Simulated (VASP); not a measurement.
## Al: relaxation of shape and atoms at fixed volume with LDA

Al:

```
CELL_PARAMETERS angstrom
2.15743 0.00000 0.00000
-1.07871 1.86839 0.00000
0.00000 0.00000 3.56120
ATOMIC_POSITIONS crystal
Al 0.33333 0.66667 0.25000
Al 0.66667 0.33333 0.75000
```

```yaml
Program: VASP 6.6.1
Task: relaxation of shape and atoms at fixed volume
Functional: LDA
Potentials_or_basis: VASP PAW LDA potentials, release 64 (Al)
Cutoff: 600 eV
k_mesh: 15 × 15 × 8
Occupations: fermi-dirac, width 0.08 eV
Spin: no spin polarisation
Dipole_correction: no
Further_INCAR_settings: ALGO = Normal; EDIFF = 1e-07; IBRION = 2; EDIFFG = -0.005; NSW = 50; ISIF = 4
```

* Energy gained by relaxing: 6.5 meV/atom
* Ionic steps: 4
* Pressure after relaxing: 339.1 GPa
* Band gap on the k mesh: zero (band 3 reaches 25.85 eV, above the bottom of band 4 at 15.38 eV)

Step by step:
```tsv
step	energy change (eV)	largest force (eV/Å)	pressure (GPa)	volume (Å³)
1	0.0000	0.0000	339.62	14.35
2	0.0107	0.0000	339.18	14.35
3	-0.0130	0.0000	339.12	14.35
4	-0.0130	0.0000	339.11	14.35
```

Final structure:
```
Al
1.0
     2.17224    0.00000    0.00000
    -1.08612    1.88121    0.00000
     0.00000    0.00000    3.51280
Al
2
Direct
  0.33333 0.66667 0.25000
  0.66667 0.33333 0.75000
```

Levels at points of the mesh, in eV from the Fermi level:
```tsv
k point	band 1	band 2	band 3	band 4	band 5	band 6	band 7
(0.00, 0.00, 0.00)	-17.61	-7.68	-5.44	16.12	16.12	17.55	18.48
(0.00, 0.00, 0.50)	-14.71	-14.71	5.81	5.81	17.09	17.09	17.09
```

Wall time 11 s on 1 thread of Intel(R) Xeon(R) 6975P-C (Granite Rapids) (shared host), peak memory 0.12 GiB.
